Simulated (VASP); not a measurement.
Set up this calculation in VASP 6.6.1, as the native input.

```
Task                   : single point
Functional             : PBE
Potentials or basis    : VASP PAW PBE potentials, release 64 (Ag, Br)
Cutoff                 : 500 eV
k mesh                 : 10 × 10 × 10
Occupations            : gaussian, width 0.05 eV
Spin                   : no spin polarisation
Dipole correction      : no
Further INCAR settings : ALGO = Normal; EDIFF = 1e-06; NBANDS = 16
```

The structure of AgBr lies in POSCAR:

```
AgBr
1.0
    0.0000000000      2.8807879895      2.8807879895
    2.8807879895      0.0000000000      2.8807879895
    2.8807879895      2.8807879895      0.0000000000
Ag Br
1 1
Direct
    0.5000000000      0.5000000000      0.5000000000
    0.0000000000      0.0000000000      0.0000000000
```

This cell differs from its parent crystal: volume scaled by 0.960.

These files were run (other wordings do the same):

INCAR

```
PREC = Accurate
ENCUT = 500
EDIFF = 1E-6
ISMEAR = 0
SIGMA = 0.05
LREAL = False
LASPH = True
NELM = 120
ALGO = Normal
ISIF = 2
LWAVE = False
LCHARG = False
GGA = PE
NBANDS = 16
GGA_COMPAT = False
```

KPOINTS

```
Automatic mesh
0
Gamma
  10 10 10
```

Potentials or basis: VASP PAW PBE potentials, release 64 (Ag, Br).

Run with:

```bash
$ cat potpaw_PBE.64/Ag/POTCAR potpaw_PBE.64/Br/POTCAR > POTCAR
$ mpirun -np 1 vasp_std > vasp.out
```

It gave:

```json
{
 "Pressure": "1.7 GPa",
 "Band gap on the k mesh": "0.67 eV, indirect (least direct gap 2.57 eV)"
}
```

It took 34 s on 1 thread of Intel(R) Xeon(R) Platinum 8259CL CPU @ 2.50GHz (Skylake/Cascade Lake) (shared host), peak memory 0.18 GiB.
